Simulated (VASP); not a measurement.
# LiF (P6_3mc) in VASP: further runs

LiF is run at these levels: PBE; tasks: single point.

All numbers are computed with VASP 6.6.1; they aren't measurements. Logs are shortened: lines on timing, memory, paths and dates and some standing lists are left out, and cuts for length are marked.

### 1 The cell of the first run

The structure is hexagonal, space group P6_3mc (No. 186). The conventional cell has a = 3.214 Å, b = 3.214 Å, c = 4.637 Å, α = 90.00°, β = 90.00°, γ = 120.00°. Li (site symmetry 3m) has 4 F at 1.80 to 1.93 Å within 2.4 Å. F (site symmetry 3m) has 4 Li at 1.80 to 1.93 Å within 2.4 Å.

### 2 Single point, PBE (c/a of the conventional cell at fixed volume 1.4427)

File INCAR:

```
SYSTEM = LiF
  PREC = Accurate
  ENCUT = 520
  EDIFF = 1E-6
  ISMEAR = 0
  SIGMA = 0.05
  LREAL = .False.
  LASPH = .True.
  NELM = 100
  ALGO = Normal
  ISIF = 2
  LWAVE = .False.
  LCHARG = .True.
  GGA = PE
  LELF = .True.
  LVHAR = .True.
  NBANDS = 18
```

File KPOINTS:

```
regular mesh
0
Gamma
  9 9 6
  0 0 0
```

File POSCAR:

```
LiF
1.0
    3.2140071864      0.0000000000      0.0000000000
   -1.6070035932      2.7834118714      0.0000000000
    0.0000000000      0.0000000000      4.6368481678
Li F
2 2
Direct
    0.3333333333      0.6666666667      0.3810713234
    0.6666666667      0.3333333333      0.8810713234
    0.3333333333      0.6666666667      0.9939266766
    0.6666666667      0.3333333333      0.4939266766
```

Potentials or basis: VASP PAW PBE potentials, release 64 (Li_sv, F).

On the command line:

```bash
$ cat potpaw_PBE.64/Li_sv/POTCAR potpaw_PBE.64/F/POTCAR > POTCAR
$ mpirun -np 1 vasp_std > vasp.out
```

OUTCAR:

```text
SYSTEM = LiF
   PREC = Accurate
   ENCUT = 520
   EDIFF = 1E-6
   ISMEAR = 0
   LREAL = .False.
   LASPH = .True.
   NELM = 100
   ISIF = 2
   GGA = PE

 ion  position               nearest neighbor table
   1  0.333  0.667  0.381-   3 1.80   4 1.93   4 1.93   4 1.93
   2  0.667  0.333  0.881-   4 1.80   3 1.93   3 1.93   3 1.93
   3  0.333  0.667  0.994-   1 1.80   2 1.93   2 1.93   2 1.93
   4  0.667  0.333  0.494-   2 1.80   1 1.93   1 1.93   1 1.93

  LATTYP: Found a hexagonal cell.
 ALAT       =     3.2140071864
 C/A-ratio  =     1.4427000000

  Lattice vectors:

 A1 = (   3.2140071864,   0.0000000000,   0.0000000000)
 A2 = (  -1.6070035932,   2.7834118714,   0.0000000000)
 A3 = (   0.0000000000,   0.0000000000,   4.6368481678)

Analysis of symmetry for initial positions (statically):
=====================================================================
 Subroutine PRICEL returns:
 Original cell was already a primitive cell.

 Routine SETGRP: Setting up the symmetry group for a
 hexagonal supercell.

 Subroutine GETGRP returns: Found 12 space group operations
 (whereof  6 operations were pure point group operations)
 out of a pool of 24 trial point group operations.

The static configuration has the point symmetry C_3v.
 The point group associated with its full space group is C_6v.

Analysis of symmetry for dynamics (positions and initial velocities):
=====================================================================
 Subroutine PRICEL returns:
 Original cell was already a primitive cell.

 Routine SETGRP: Setting up the symmetry group for a
 hexagonal supercell.

 Subroutine GETGRP returns: Found 12 space group operations
 (whereof  6 operations were pure point group operations)
 out of a pool of 24 trial point group operations.

The dynamic configuration has the point symmetry C_3v.
 The point group associated with its full space group is C_6v.

 Subroutine INISYM returns: Found 12 space group operations
 (whereof  6 operations are pure point group operations),
 and found     1 'primitive' translations

----------------------------------------------------------------------------------------

                                     Primitive cell

  volume of cell :      41.4808

[... 91 lines left out ...]
   NELM   =    100;   NELMIN=  2; NELMDL= -5     # of ELM steps
   EDIFF  = 0.1E-05   stopping-criterion for ELM
   LREAL  =      F    real-space projection
   EDIFFG = 0.1E-04   stopping-criterion for IOM
   NSW    =      0    number of steps for IOM
   IBRION =     -1    ionic relax: 0-MD 1-quasi-New 2-CG
   NFREE  =      0    steps in history (QN), initial steepest desc. (CG)
   ISIF   =      2    stress and relaxation
   ISYM   =      2    0-nonsym 1-usesym 2-fastsym
   POTIM  = 0.5000    time-step for ionic-motion
   TEBEG  =    0.0;   TEEND  =   0.0 temperature during run
   PSTRESS=    0.0 pullay stress
   NELECT =      20.0000    total number of electrons
   NUPDOWN=      -1.0000    fix difference up-down
   EMIN   =  10.00;   EMAX   =-10.00  energy-range for DOS
   EFERMI =   0.00;   METHOD = LEGACY
   ISMEAR =     0;   SIGMA  =   0.05  broadening in eV -4-tet -1-fermi 0-gaus
   EFERMI_NEDOS =   21; number of points for ismear=-14 and -15
   IALGO  =     38    algorithm
   IMIX   =      4    mixing-type and parameters
     AMIX     =   0.40;   BMIX     =  1.00
     AMIX_MAG =   1.60;   BMIX_MAG =  1.00
  volume/ion in A,a.u.               =      10.37        69.98
  Fermi-wavevector in a.u.,A,eV,Ry     =   1.283716  2.425872 22.421420  1.647928
  Thomas-Fermi vector in A             =   2.415953
   LORBIT       =      0    0 simple, 1 ext, 2 COOP (PROOUT), +10 PAW based schemes
   GGA     = PE    functional components
   LHFCALC =     F    Hartree Fock is set to
   AEXX    =    0.0000 exact exchange contribution
   IVDW    =     0    specifies the selected vdW correction
   LEPSILON=     F    determine dielectric tensor
   LRPA    =     F    only Hartree local field effects (RPA)
 non-spin polarized calculation
 Gauss-broadening in eV      SIGMA  =   0.05
  energy-cutoff  :      520.00
  volume of cell :       41.48
 maximum number of plane-waves:      1134
 NGX is ok and might be reduce to    24
   NGX = 11   NGY = 11   NGZ = 17

 number of electron      20.0000031 magnetization

 Free energy of the ion-electron system (eV)
  ---------------------------------------------------
  ext. energy  EPLUGINS =         0.00000000
  ---------------------------------------------------
  free energy    TOTEN  =       -19.24841877 eV

  energy without entropy =      -19.24841877  energy(sigma->0) =      -19.24841877

 E-fermi :  -2.3598     XC(G=0):  -8.6368

 val. band max:       -2.6076973441   @ k =   0.0000   0.0000   0.0000
 cond. band min:       4.8992959251   @ k =   0.0000   0.0000   0.0000
 fundamental gap:      7.5069932692
 Fermi energy:        -2.3597572850

 k-point     1 :       0.0000    0.0000    0.0000
  band No.  band energies     occupation
      1     -43.2352      2.00000
      2     -43.1912      2.00000
      3     -22.0369      2.00000
      4     -21.7663      2.00000
      5      -4.7023      2.00000
      6      -3.2276      2.00000
[... 481 lines left out ...]
      5      -4.5395      2.00000
      6      -3.8644      2.00000
[... 10 lines left out ...]
     17      15.7940      0.00000
     18      17.8274      0.00000

 [... further k-points ...]

------------------------ aborting loop because EDIFF is reached ----------------------------------------

  FORCE on cell =-STRESS in cart. coord.  units (eV):
  Direction    XX          YY          ZZ          XY          YZ          ZX
  --------------------------------------------------------------------------------------
  -------------------------------------------------------------------------------------
  Total       -0.6063551     -0.6063551      1.3247770      0.0000000      0.0000000      0.0000000
  in kB      -23.4201904    -23.4201904     51.1689109      0.0000000      0.0000000      0.0000000
  external PRESSURE =       1.4428434 kB  Pullay stress =       0.0000000 kB

 VOLUME and BASIS-vectors are now :
 -----------------------------------------------------------------------------
  energy-cutoff  :      520.00
  volume of cell :       41.48
      direct lattice vectors                 reciprocal lattice vectors
     3.214007186  0.000000000  0.000000000     0.311138072  0.179635650  0.000000000
    -1.607003593  2.783411871  0.000000000     0.000000000  0.359271299  0.000000000
     0.000000000  0.000000000  4.636848168     0.000000000  0.000000000  0.215663736

 POSITION                                       TOTAL-FORCE (eV/Angst)
 -----------------------------------------------------------------------------------
     -0.00000      1.85561      1.76697        -0.000000      0.000000      0.366787
      1.60700      0.92780      4.08539         0.000000     -0.000000      0.366787
     -0.00000      1.85561      4.60869         0.000000      0.000000     -0.366787
      1.60700      0.92780      2.29026        -0.000000      0.000000     -0.366787
 -----------------------------------------------------------------------------------
    total drift:                               -0.000000     -0.000000     -0.004450

  FREE ENERGIE OF THE ION-ELECTRON SYSTEM (eV)
  ---------------------------------------------------
  free  energy   TOTEN  =       -19.2484187665 eV

  energy  without entropy=      -19.2484187665  energy(sigma->0) =      -19.24841877
```

Wall time 85 s (1 thread of AMD EPYC 7R13, shared host); peak memory 0.13 GiB.

What came out:

| Quantity | Value |
| --- | --- |
| Free energy | -19.2484 eV |
| Largest force | 0.367 eV/Å |
| Band gap on the k mesh | 7.51 eV, direct |

Forces on the atoms (eV/Å):
```
Li   0.000  0.000  0.367
Li   0.000  0.000  0.367
F    0.000  0.000 -0.367
F    0.000  0.000 -0.367
```

Levels at points of the mesh, in eV from the valence-band top:
| k point | band 8 | band 9 | band 10 | band 11 | band 12 | band 13 |
| --- | --- | --- | --- | --- | --- | --- |
| (0.00, 0.00, 0.00) | -0.21 | -0.21 | 0.00 | 7.51 | 12.20 | 15.26 |
| (0.00, 0.00, 0.50) | -0.41 | -0.41 | -0.41 | 9.28 | 9.28 | 17.78 |

Caveat: the cutoff is under 1.25 times the usual one of these potentials, so pressure, stress and relaxed cells hold a basis-set (Pulay) error. A k mesh can miss the band edges.

### 3 Single point, PBE (c/a of the conventional cell at fixed volume 1.4678)

File INCAR:

```
PREC = Accurate
ENCUT = 520
EDIFF = 1E-6
ISMEAR = 0
SIGMA = 0.05
LREAL = False
LASPH = True
NELM = 60
ALGO = Normal
ISIF = 2
LWAVE = False
LCHARG = False
GGA = PE
NBANDS = 18
```

File KPOINTS:

```
regular mesh
0
Gamma
  9 9 6
```

File POSCAR:

```
LiF
1.0
    3.1955814611      0.0000000000      0.0000000000
   -1.5977907305      2.7674547252      0.0000000000
    0.0000000000      0.0000000000      4.6904744686
Li F
2 2
Direct
    0.3333333333      0.6666666667      0.3504708074
    0.6666666667      0.3333333333      0.8504708074
    0.3333333333      0.6666666667      0.9939266766
    0.6666666667      0.3333333333      0.4939266766
```

Potentials or basis: VASP PAW PBE potentials, release 64 (Li_sv, F).

On the command line:

```bash
$ cat potpaw_PBE.64/Li_sv/POTCAR potpaw_PBE.64/F/POTCAR > POTCAR
$ mpirun -np 1 vasp_std > vasp.out
```

It took 79 s on 1 thread of AMD EPYC 7R13, shared host; peak memory 0.13 GiB.

Results (log left out):

* Free energy: -19.0702 eV
* Largest force: 1.235 eV/Å
* Band gap on the k mesh: 7.64 eV, direct

Forces on the atoms (eV/Å):
```
Li   0.000  0.000  1.235
Li   0.000  0.000  1.235
F    0.000  0.000 -1.235
F    0.000  0.000 -1.235
```

Levels at points of the mesh, in eV from the valence-band top:
```tsv
k point	band 7	band 8	band 9	band 10	band 11	band 12	band 13	band 14
(0.00, 0.00, 0.00)	-0.40	-0.02	0.00	0.00	7.64	12.21	15.26	17.94
(0.00, 0.00, 0.50)	-0.20	-0.20	-0.20	-0.20	9.29	9.29	18.18	18.18
```

Caveat: the cutoff is under 1.25 times the usual one of these potentials, so pressure, stress and relaxed cells hold a basis-set (Pulay) error; forces of over 1 eV/Å act on the atoms, so gaps and moduli don't describe the material at rest. A k mesh can miss the band edges.

### 4 Single point, PBE (c/a of the conventional cell at fixed volume 1.6183)

File INCAR:

```
PREC = Accurate
ENCUT = 520
EDIFF = 1E-7
ISMEAR = 0
SIGMA = 0.05
LREAL = F
LASPH = T
NELM = 80
ALGO = Normal
ISIF = 2
LWAVE = F
LCHARG = F
GGA = PE
NBANDS = 18
```

File KPOINTS:

```
Automatic mesh
0
Gamma
  9 9 6
```

File POSCAR:

```
LiF
1.0
    3.0932795901      0.0000000000      0.0000000000
   -1.5466397950      2.6788587060      0.0000000000
    0.0000000000      0.0000000000      5.0058543606
Li F
2 2
Direct
    0.3333333333      0.6666666667      0.3300704633
    0.6666666667      0.3333333333      0.8300704633
    0.3333333333      0.6666666667      0.9939266766
    0.6666666667      0.3333333333      0.4939266766
```

Potentials or basis: VASP PAW PBE potentials, release 64 (Li_sv, F).

On the command line:

```bash
$ cat potpaw_PBE.64/Li_sv/POTCAR potpaw_PBE.64/F/POTCAR > POTCAR
$ mpirun -np 1 vasp_std > vasp.out
```

OUTCAR:

```text
PREC = Accurate
   ENCUT = 520
   EDIFF = 1E-7
   ISMEAR = 0
   LREAL = F
   LASPH = T
   NELM = 80
   ISIF = 2
   GGA = PE

 ion  position               nearest neighbor table
   1  0.333  0.667  0.330-   3 1.68   4 1.97   4 1.97   4 1.97
   2  0.667  0.333  0.830-   4 1.68   3 1.97   3 1.97   3 1.97
   3  0.333  0.667  0.994-   1 1.68   2 1.97   2 1.97   2 1.97
   4  0.667  0.333  0.494-   2 1.68   1 1.97   1 1.97   1 1.97

  LATTYP: Found a hexagonal cell.
 ALAT       =     3.0932795901
[... 703 lines left out ...]

  FORCE on cell =-STRESS in cart. coord.  units (eV):
  Direction    XX          YY          ZZ          XY          YZ          ZX
  --------------------------------------------------------------------------------------
  -------------------------------------------------------------------------------------
  Total       -0.4464311     -0.4464311      2.6160499     -0.0000000      0.0000000      0.0000000
  in kB      -17.2431968    -17.2431968    101.0437389     -0.0000000      0.0000000      0.0000000
  external PRESSURE =      22.1857818 kB  Pullay stress =       0.0000000 kB

 VOLUME and BASIS-vectors are now :
 -----------------------------------------------------------------------------
  energy-cutoff  :      520.00
  volume of cell :       41.48
      direct lattice vectors                 reciprocal lattice vectors
     3.093279590  0.000000000  0.000000000     0.323281479  0.186646649  0.000000000
    -1.546639795  2.678858706  0.000000000     0.000000000  0.373293298  0.000000000
     0.000000000  0.000000000  5.005854361     0.000000000  0.000000000  0.199766099

 POSITION                                       TOTAL-FORCE (eV/Angst)
 -----------------------------------------------------------------------------------
     -0.00000      1.78591      1.65228         0.000000     -0.000000      1.232785
      1.54664      0.89295      4.15521        -0.000000      0.000000      1.232785
     -0.00000      1.78591      4.97545         0.000000     -0.000000     -1.232785
      1.54664      0.89295      2.47253        -0.000000      0.000000     -1.232785
 -----------------------------------------------------------------------------------
    total drift:                                0.000000     -0.000000     -0.008208

  FREE ENERGIE OF THE ION-ELECTRON SYSTEM (eV)
  ---------------------------------------------------
  free  energy   TOTEN  =       -19.0780068464 eV

  energy  without entropy=      -19.0780068464  energy(sigma->0) =      -19.07800685
```

OSZICAR:

```text
N       E                     dE             d eps       ncg     rms          rms(c)
DAV:   1     0.124099172366E+03    0.12410E+03   -0.10773E+04  1728   0.119E+03
DAV:   2    -0.964960121934E+01   -0.13375E+03   -0.13078E+03  1922   0.300E+02
DAV:   3    -0.204158999809E+02   -0.10766E+02   -0.10697E+02  3194   0.632E+01
DAV:   4    -0.205764116508E+02   -0.16051E+00   -0.16019E+00  2230   0.813E+00
DAV:   5    -0.205780564782E+02   -0.16448E-02   -0.16441E-02  2292   0.781E-01    0.752E+00
DAV:   6    -0.190111990365E+02    0.15669E+01   -0.45015E+00  1854   0.157E+01    0.233E+00
DAV:   7    -0.190384697021E+02   -0.27271E-01   -0.14677E-01  1952   0.258E+00    0.153E+00
DAV:   8    -0.190781027353E+02   -0.39633E-01   -0.68482E-02  1954   0.253E+00    0.393E-01
DAV:   9    -0.190768569218E+02    0.12458E-02   -0.84792E-03  2410   0.748E-01    0.104E-01
DAV:  10    -0.190779940825E+02   -0.11372E-02   -0.14263E-03  1902   0.271E-01    0.324E-02
DAV:  11    -0.190780025870E+02   -0.85045E-05   -0.43257E-05  2362   0.625E-02    0.681E-03
DAV:  12    -0.190780061153E+02   -0.35283E-05   -0.77334E-06  1908   0.227E-02    0.220E-03
DAV:  13    -0.190780064432E+02   -0.32789E-06   -0.33480E-07  2434   0.471E-03    0.111E-03
DAV:  14    -0.190780068180E+02   -0.37477E-06   -0.11709E-07  1892   0.270E-03    0.409E-04
DAV:  15    -0.190780068464E+02   -0.28454E-07   -0.44679E-09  1114   0.589E-04
   1 F= -.19078007E+02 E0= -.19078007E+02  d E =-.503131E-25
```

stdout:

```text
POSCAR found type information on POSCAR LiF
 POSCAR found :  2 types and       4 ions
 scaLAPACK will be used
 LDA part: xc-table for (Slater+PW92), standard interpolation
 POSCAR, INCAR and KPOINTS ok, starting setup
 FFT: planning ... GRIDC
 FFT: planning ... GRID_SOFT
 FFT: planning ... GRID
 WAVECAR not read
 entering main loop
```

It took 97 s on 1 thread of AMD EPYC 7R13, shared host; peak memory 0.14 GiB.

Results:

- Free energy: -19.0780 eV
- Largest force: 1.233 eV/Å
- Band gap on the k mesh: 7.54 eV, direct

Forces on the atoms (eV/Å):
```
Li   0.000  0.000  1.233
Li   0.000  0.000  1.233
F    0.000  0.000 -1.233
F    0.000  0.000 -1.233
```

Caveat: the cutoff is under 1.25 times the usual one of these potentials, so pressure, stress and relaxed cells hold a basis-set (Pulay) error; forces of over 1 eV/Å act on the atoms, so gaps and moduli don't describe the material at rest. A k mesh can miss the band edges.

[end of part 1 of 2]
